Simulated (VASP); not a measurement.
Set up this calculation in VASP 6.6.1, as the native input.

```yaml
Task: single point
Functional: PBE
Potentials_or_basis: VASP PAW PBE potentials, release 64 (La, Re)
Cutoff: 520 eV
k_mesh: 10 × 10 × 10
Occupations: fermi-dirac, width 0.025 eV
Spin: no spin polarisation
Dipole_correction: no
Further_INCAR_settings: ALGO = Normal; EDIFF = 1e-06; NBANDS = 16
```

The structure of LaRe lies in POSCAR:

```
LaRe
1.0
    3.5835543759      0.0000000000      0.0000000000
    0.0000000000      3.5835543759      0.0000000000
    0.0000000000      0.0000000000      3.5835543759
La Re
1 1
Direct
    0.0000000000      0.0000000000      0.0000000000
    0.5000000000      0.5000000000      0.5000000000
```

The input as run:

INCAR

```
SYSTEM = LaRe
PREC = Accurate
ENCUT = 520
EDIFF = 1E-6
ISMEAR = -1
SIGMA = 0.025
LREAL = .False.
LASPH = .True.
NELM = 100
ALGO = Normal
ISIF = 2
LWAVE = .False.
LCHARG = .True.
GGA = PE
LELF = .True.
LVHAR = .True.
NBANDS = 16
```

KPOINTS

```
regular mesh
0
Gamma
  10 10 10
  0 0 0
```

Potentials or basis: VASP PAW PBE potentials, release 64 (La, Re).

Launch:

```bash
$ cat potpaw_PBE.64/La/POTCAR potpaw_PBE.64/Re/POTCAR > POTCAR
$ mpirun -np 1 vasp_std > vasp.out
```

Results of the run:

```
Pressure               : 0.0 GPa
Band gap on the k mesh : zero (bands 9 and 10 overlap by 1.99 eV)
```

Caveat: spin-orbit coupling is left out, which moves the levels of the heavy elements.

Wall time 60 s on 1 thread of Intel(R) Xeon(R) Platinum 8375C CPU @ 2.90GHz (Ice Lake) (shared host), peak memory 0.2 GiB.
